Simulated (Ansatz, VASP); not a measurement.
**Two plane-wave programs on AlIn2B2As**

```
Al In B As
1.0
     3.84302   -3.58021    0.00000
     3.84302    3.58021    0.00000
    -2.10993    0.00000    4.29214
Al In B As
1 2 2 1
Direct
  0.93065 0.93065 0.04156
  0.92127 0.37601 0.01670
  0.37601 0.92127 0.01670
  0.74576 0.74576 0.15318
  0.01094 0.01094 0.67501
  0.53529 0.53529 0.43221
```

Alike in both runs: task relaxation of cell and atoms; functional PBE; k mesh 3 × 3 × 4; occupations gaussian, width 0.2 eV; no spin polarisation.

|  | VASP | Ansatz |
| --- | --- | --- |
| version | VASP 6.6.1 | Ansatz 0.2.0 |
| potentials or method | VASP PAW PBE potentials, release 64 (Al, In_d, B, As), cutoff 600 eV | scalar-relativistic, plane waves, PAW |
| valence electrons in the cell | 40 | 50 |

VASP gave:

| Property | Result |
| --- | --- |
| gap on the k mesh at the Fermi level, each at its own relaxed structure (eV) | none |
| relaxed volume (Å³/atom) | 19.68 |
| relaxed cell length with the largest relative difference (Å) | 5.782 |

Question: Estimate Ansatz's values.

Answer: gap on the k mesh at the Fermi level, each at its own relaxed structure (eV): none; relaxed volume (Å³/atom): 19.50; relaxed cell length with the largest relative difference (Å): 5.755.

A gap of «none» marks a metal or a gap that the smearing closes. VASP's potentials hold 40 valence electrons a cell and Ansatz's 50, so a difference there can come from the potentials and not from the codes.

The k mesh is coarse, so the values compare programs but aren't converged.
